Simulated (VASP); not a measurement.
A run of VASP 6.6.1 is set up as follows.

INCAR

```
SYSTEM = BiS
ALGO = Normal
EDIFF = 1E-6
ENCUT = 520
GGA = PE
ISIF = 2
ISMEAR = 0
LASPH = .True.
LCHARG = .False.
LREAL = .False.
LWAVE = .False.
NBANDS = 18
NELM = 80
PREC = Accurate
SIGMA = 0.1
```

File KPOINTS:

```
k-points
0
Gamma
  16 16 16
  0 0 0
```

File POSCAR:

```
BiS
1.0
    3.5826144527      0.0000000000      0.0000000000
    0.0000000000      3.5826144527      0.0000000000
    0.0000000000      0.0000000000      3.5826144527
Bi S
1 1
Direct
    0.5000000000      0.5000000000      0.5000000000
    0.0000000000      0.0000000000      0.0000000000
```

Potentials or basis: VASP PAW PBE potentials, release 64 (Bi_d, S).

Run with:

```sh
$ cat potpaw_PBE.64/Bi_d/POTCAR potpaw_PBE.64/S/POTCAR > POTCAR
$ mpirun -np 1 vasp_std > vasp.out
```

Estimate the band gap on the k mesh.

zero (an odd number of electrons rules out a gap without spin polarisation).

Predict the pressure.

0.0 GPa.

Caveat: spin-orbit coupling is left out, which moves the levels of the heavy elements.
